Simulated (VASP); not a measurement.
Input of a VASP 6.6.1 run:

The input INCAR:

```
SYSTEM = Al2Si
PREC = Accurate ; ENCUT = 600
EDIFF = 1E-6 ; ISMEAR = 0
SIGMA = 0.1 ; LREAL = .False.
LASPH = .True. ; NELM = 60
ALGO = Fast ; ISIF = 3
LWAVE = .False. ; LCHARG = .False.
GGA = PE ; IBRION = 2
NSW = 90 ; EDIFFG = -0.04
```

File KPOINTS:

```
regular mesh
0
Gamma
  4 4 4
  0 0 0
```

POSCAR

```
Al2Si
1.0
    4.6067010000      0.0000000000      0.0000000000
    0.0000000000      4.6067010000      0.0000000000
    0.0000000000      0.0000000000      4.4932851900
Al Si
4 2
Direct
    0.2821082700      0.5000000000      0.0000000000
    0.7178917300      0.5000000000      0.0000000000
    0.5000000000      0.2821082700      0.5000000000
    0.5000000000      0.7178917300      0.5000000000
    0.0000000000      0.5000000000      0.5000000000
    0.5000000000      0.0000000000      0.0000000000
```

Potentials or basis: VASP PAW PBE potentials, release 64 (Al, Si).

Launch:

```console
$ cat potpaw_PBE.64/Al/POTCAR potpaw_PBE.64/Si/POTCAR > POTCAR
$ mpirun -np 1 vasp_std > vasp.out
```

(1) Estimate the relaxed cell.

(2) Predict the relaxed volume.

(3) Predict the band gap on the k mesh.

Answers

(1) a = 5.079 Å, b = 5.079 Å, c = 4.690 Å, α = 90.00°, β = 90.00°, γ = 90.00°.

(2) 20.16 Å³/atom.

(3) zero (band 10 reaches 8.12 eV, above the bottom of band 11 at 5.27 eV).

Caveat: the volume moved by over 15 % at a fixed basis, so the end points are rough.
